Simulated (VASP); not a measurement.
# Cr (P6_3/mmc) in VASP: single point with PBE

Aim: the single point of Cr with PBE.

Program: VASP 6.6.1. These are calculated values, not measurements. Logs are shortened: lines on timing, memory, paths and dates and some standing lists are left out, and cuts for length are marked.

## 1. The cell of the first run

Symmetry: P6_3/mmc, No. 194, hexagonal system. The conventional cell has a = 2.213 Å, b = 2.213 Å, c = 3.841 Å, α = 90.00°, β = 90.00°, γ = 120.00°. Cr (site symmetry -6m2) has 12 Cr at 2.21 to 2.31 Å within 2.9 Å.

## 2. Single point, PBE, collinear spin, ferromagnetic start

File INCAR:

```
SYSTEM = Cr
  ALGO = Normal
  EDIFF = 1E-6
  ENCUT = 520
  GGA = PE
  ISIF = 2
  ISMEAR = -1
  ISPIN = 2
  LASPH = .TRUE.
  LCHARG = .FALSE.
  LMAXMIX = 4
  LORBIT = 11
  LREAL = .FALSE.
  LWAVE = .FALSE.
  MAGMOM = 2 2
  NBANDS = 23
  NELM = 150
  PREC = Accurate
  SIGMA = 0.05
```

File KPOINTS:

```
k-points
0
G
  19 19 11
  0 0 0
```

File POSCAR:

```
Cr
1.0
    2.2125694774      0.0000000000      0.0000000000
   -1.1062847387      1.9161413751      0.0000000000
    0.0000000000      0.0000000000      3.8410845177
Cr
2
Direct
    0.3333333333      0.6666666667      0.2500000000
    0.6666666667      0.3333333333      0.7500000000
```

Potentials or basis: VASP PAW PBE potentials, release 64 (Cr_pv).

Started as:

```console
$ cat potpaw_PBE.64/Cr_pv/POTCAR > POTCAR
$ mpirun -np 1 vasp_std > vasp.out
```

OUTCAR:

```text
SYSTEM = Cr
   EDIFF = 1E-6
   ENCUT = 520
   GGA = PE
   ISIF = 2
   ISMEAR = -1
   ISPIN = 2
   LASPH = .TRUE.
   LORBIT = 11
   LREAL = .FALSE.
   NELM = 150
   PREC = Accurate

 ion  position               nearest neighbor table
   1  0.333  0.667  0.250-   2 2.31   2 2.31   2 2.31   2 2.31   2 2.31   2 2.31
   2  0.667  0.333  0.750-   1 2.31   1 2.31   1 2.31   1 2.31   1 2.31   1 2.31

  LATTYP: Found a hexagonal cell.
 ALAT       =     2.2125694774
 C/A-ratio  =     1.7360288827

  Lattice vectors:

 A1 = (   2.2125694774,   0.0000000000,   0.0000000000)
 A2 = (  -1.1062847387,   1.9161413751,   0.0000000000)
 A3 = (   0.0000000000,   0.0000000000,   3.8410845177)

Analysis of symmetry for initial positions (statically):
=====================================================================
 Subroutine PRICEL returns:
 Original cell was already a primitive cell.

 Routine SETGRP: Setting up the symmetry group for a
 hexagonal supercell.

 Subroutine GETGRP returns: Found 24 space group operations
 (whereof 12 operations were pure point group operations)
 out of a pool of 24 trial point group operations.

The static configuration has the point symmetry D_3d.
 The point group associated with its full space group is D_6h.

Analysis of symmetry for dynamics (positions and initial velocities):
=====================================================================
 Subroutine PRICEL returns:
 Original cell was already a primitive cell.

 Routine SETGRP: Setting up the symmetry group for a
 hexagonal supercell.

 Subroutine GETGRP returns: Found 24 space group operations
 (whereof 12 operations were pure point group operations)
 out of a pool of 24 trial point group operations.

The dynamic configuration has the point symmetry D_3d.
 The point group associated with its full space group is D_6h.

Analysis of structural, dynamic, and magnetic symmetry:
=====================================================================
 Subroutine PRICEL returns:
 Original cell was already a primitive cell.

 Routine SETGRP: Setting up the symmetry group for a
 hexagonal supercell.

 Subroutine GETGRP returns: Found 24 space group operations
 (whereof 12 operations were pure point group operations)
 out of a pool of 24 trial point group operations.

The overall configuration has the point symmetry D_3d.
 The point group associated with its full space group is D_6h.

 Subroutine INISYM returns: Found 24 space group operations
 (whereof 12 operations are pure point group operations),
 and found     1 'primitive' translations

----------------------------------------------------------------------------------------

                                     Primitive cell

  volume of cell :      16.2846

  direct lattice vectors                    reciprocal lattice vectors
     2.212569477  0.000000000  0.000000000     0.451963208  0.260941080  0.000000000
    -1.106284739  1.916141375  0.000000000     0.000000000  0.521882160  0.000000000
     0.000000000  0.000000000  3.841084518     0.000000000  0.000000000  0.260343139

  length of vectors
     2.212569477  2.212569477  3.841084518     0.521882160  0.521882160  0.260343139

  position of ions in fractional coordinates (direct lattice)
     0.333333333  0.666666667  0.250000000
     0.666666667  0.333333333  0.750000000

  ion indices of the primitive-cell ions
   primitive index   ion index
                 1           1
                 2           2

----------------------------------------------------------------------------------------

 KPOINTS: k-points

Automatic generation of k-mesh.
 Grid dimensions read from file:
 generate k-points for:   19   19   11

 Generating k-lattice:

  Cartesian coordinates                     Fractional coordinates (reciprocal lattice)
     0.023787537  0.013733741  0.000000000     0.052631579  0.000000000  0.000000000
     0.000000000  0.027467482  0.000000000     0.000000000  0.052631579  0.000000000
     0.000000000  0.000000000  0.023667558     0.000000000  0.000000000  0.090909091

  Length of vectors
     0.027467482  0.027467482  0.023667558

  Shift w.r.t. Gamma in fractional coordinates (k-lattice)
     0.000000000  0.000000000  0.000000000

 Subroutine IBZKPT returns following result:
 ===========================================

 Found    240 irreducible k-points:

 Following reciprocal coordinates:
            Coordinates               Weight
  0.000000  0.000000  0.000000      1.000000
  0.052632  0.000000  0.000000      6.000000
  0.105263  0.000000  0.000000      6.000000
  0.157895  0.000000  0.000000      6.000000
  0.210526 -0.000000  0.000000      6.000000
  0.263158 -0.000000  0.000000      6.000000
[... 16 lines left out ...]
  0.263158  0.105263  0.000000     12.000000
  0.315789  0.105263  0.000000     12.000000
 [... further k-points ...]
   k-points           NKPTS =    240   k-points in BZ     NKDIM =    240   number of bands    NBANDS=     23
   number of dos      NEDOS =    301   number of ions     NIONS =      2
   total plane-waves  NPLWV =   7680
   dimension x,y,z NGX =    16 NGY =   16 NGZ =   30
   dimension x,y,z NGXF=    32 NGYF=   32 NGZF=   60
   ions per type =               2
   NGX,Y,Z   is equivalent  to a cutoff of  12.02, 12.02, 12.98 a.u.
   NGXF,Y,Z  is equivalent  to a cutoff of  24.04, 24.04, 25.97 a.u.
 SYSTEM =  Cr
   PREC   = accura    normal or accurate (medium, high low for compatibility)
   ISTART =      0    job   : 0-new  1-cont  2-samecut
   ICHARG =      2    charge: 1-file 2-atom 10-const
   ISPIN  =      2    spin polarized calculation?
   LNONCOLLINEAR =      F non collinear calculations
   LSORBIT =      F    spin-orbit coupling
   LASPH  =      T    aspherical Exc in radial PAW
   ENCUT  =  520.0 eV  38.22 Ry    6.18 a.u.   4.11  4.11  7.14*2*pi/ulx,y,z
   NELM   =    150;   NELMIN=  2; NELMDL= -5     # of ELM steps
   EDIFF  = 0.1E-05   stopping-criterion for ELM
   LREAL  =      F    real-space projection
[... 7 lines left out ...]
   TEBEG  =    0.0;   TEEND  =   0.0 temperature during run
   PSTRESS=    0.0 pullay stress
   NELECT =      24.0000    total number of electrons
   NUPDOWN=      -1.0000    fix difference up-down
   EMIN   =  10.00;   EMAX   =-10.00  energy-range for DOS
   EFERMI =   0.00;   METHOD = LEGACY
   ISMEAR =    -1;   SIGMA  =   0.05  broadening in eV -4-tet -1-fermi 0-gaus
   EFERMI_NEDOS =   21; number of points for ismear=-14 and -15
   IALGO  =     38    algorithm
   IMIX   =      4    mixing-type and parameters
     AMIX     =   0.40;   BMIX     =  1.00
     AMIX_MAG =   1.60;   BMIX_MAG =  1.00
  volume/ion in A,a.u.               =       8.14        54.95
  Fermi-wavevector in a.u.,A,eV,Ry     =   1.863027  3.520610 47.224045  3.470869
  Thomas-Fermi vector in A             =   2.910472
   LORBIT       =     11    0 simple, 1 ext, 2 COOP (PROOUT), +10 PAW based schemes
   GGA     = PE    functional components
   LHFCALC =     F    Hartree Fock is set to
   AEXX    =    0.0000 exact exchange contribution
   IVDW    =     0    specifies the selected vdW correction
   LEPSILON=     F    determine dielectric tensor
   LRPA    =     F    only Hartree local field effects (RPA)
 spin polarized calculation
  energy-cutoff  :      520.00
  volume of cell :       16.28
 maximum number of plane-waves:       450
   NGX =  9   NGY =  9   NGZ = 15

 number of electron      24.0000004 magnetization      -0.0000071

 number of electron      24.0000004 magnetization       0.0000266

 Free energy of the ion-electron system (eV)
  ---------------------------------------------------
  ext. energy  EPLUGINS =         0.00000000
  ---------------------------------------------------
  free energy    TOTEN  =       -14.94249837 eV

  energy without entropy =      -14.92271865  energy(sigma->0) =      -14.93260851

 E-fermi :  16.5719     XC(G=0): -15.8019

 val. band max:       16.5698059659   @ k =   0.2632   0.1053   0.1818
 cond. band min:      16.5747671121   @ k =   0.2632   0.1053   0.0909
 fundamental gap:      0.0049611462
 Fermi energy:        16.5719346122

 spin component 1

 k-point     1 :       0.0000    0.0000    0.0000
  band No.  band energies     occupation
      1     -27.6014      1.00000
      2     -25.2287      1.00000
      3     -25.1696      1.00000
      4     -25.1696      1.00000
      5     -24.9420      1.00000
      6     -24.9420      1.00000
[... 15 lines left out ...]
     22      38.8284      0.00000
     23      40.2754      0.00000
[... 575 lines left out ...]
      1     -27.1816      1.00000
      2     -26.8770      1.00000
      3     -26.6249      1.00000
      4     -25.8301      1.00000
      5     -25.5209      1.00000
      6     -25.4444      1.00000
[... 15 lines left out ...]
     22      33.5535      0.00000
     23      36.8240      0.00000

 [... further k-points ...]

 spin component 2

 k-point     1 :       0.0000    0.0000    0.0000
  band No.  band energies     occupation
      1     -27.6014      1.00000
      2     -25.2287      1.00000
      3     -25.1696      1.00000
      4     -25.1696      1.00000
      5     -24.9420      1.00000
      6     -24.9420      1.00000
[... 15 lines left out ...]
     22      38.8284      0.00000
     23      40.2754      0.00000
[... 575 lines left out ...]
      1     -27.1815      1.00000
      2     -26.8770      1.00000
      3     -26.6249      1.00000
      4     -25.8301      1.00000
      5     -25.5208      1.00000
      6     -25.4444      1.00000
[... 15 lines left out ...]
     22      33.5535      0.00000
     23      36.8240      0.00000

 [... further k-points ...]

------------------------ aborting loop because EDIFF is reached ----------------------------------------

  FORCE on cell =-STRESS in cart. coord.  units (eV):
  Direction    XX          YY          ZZ          XY          YZ          ZX
  --------------------------------------------------------------------------------------
  -------------------------------------------------------------------------------------
  Total       19.6112842     19.6112842     19.5338120      0.0000000      0.0000000      0.0000000
  in kB     1929.4711377   1929.4711378   1921.8489763      0.0000000      0.0000000      0.0000000
  external PRESSURE =    1926.9304173 kB  Pullay stress =       0.0000000 kB

 VOLUME and BASIS-vectors are now :
 -----------------------------------------------------------------------------
  energy-cutoff  :      520.00
  volume of cell :       16.28
      direct lattice vectors                 reciprocal lattice vectors
     2.212569477  0.000000000  0.000000000     0.451963208  0.260941080  0.000000000
    -1.106284739  1.916141375  0.000000000     0.000000000  0.521882160  0.000000000
     0.000000000  0.000000000  3.841084518     0.000000000  0.000000000  0.260343139

 POSITION                                       TOTAL-FORCE (eV/Angst)
 -----------------------------------------------------------------------------------
     -0.00000      1.27743      0.96027         0.000000      0.000000      0.000000
      1.10628      0.63871      2.88081        -0.000000     -0.000000      0.000000
 -----------------------------------------------------------------------------------
    total drift:                               -0.000000      0.000000     -0.000000

  FREE ENERGIE OF THE ION-ELECTRON SYSTEM (eV)
  ---------------------------------------------------
  free  energy   TOTEN  =       -14.9424983673 eV

  energy  without entropy=      -14.9227186464  energy(sigma->0) =      -14.93260851

 total charge

# of ion       s       p       d       tot
------------------------------------------
    1        0.596   6.620   4.893  12.109
    2        0.596   6.620   4.893  12.109
--------------------------------------------------
tot          1.191  13.239   9.787  24.218

 magnetization (x)

# of ion       s       p       d       tot
------------------------------------------
    1       -0.000   0.000   0.000   0.000
    2       -0.000   0.000   0.000   0.000
--------------------------------------------------
tot         -0.000   0.000   0.000   0.000
```

Wall time 58 s (1 thread of Intel Xeon 6975P-C (Granite Rapids), shared host); peak memory 0.22 GiB.

What came out:

| Quantity | Value |
| --- | --- |
| Free energy | -14.9425 eV |
| Pressure | 192.7 GPa |
| Band gap on the k mesh | zero (filled and empty bands overlap) |
| Net moment | 0.00 μB per cell |

Stress tensor (GPa, compression positive):
```
192.95   0.00   0.00
  0.00 192.95   0.00
  0.00   0.00 192.18
```

Levels at points of the mesh, in eV from the Fermi level:
Spin up:
```tsv
k point	band 10	band 11	band 12	band 13	band 14	band 15
(0.00, 0.00, 0.00)	-0.86	-0.86	-0.19	-0.19	1.31	1.39
```
Spin down:
```
           k point  band 10  band 11  band 12  band 13  band 14  band 15
(0.00, 0.00, 0.00)    -0.86    -0.86    -0.19    -0.19     1.31     1.39
```

Caveat: the starting moments collapsed, and a magnetic state may lie lower.
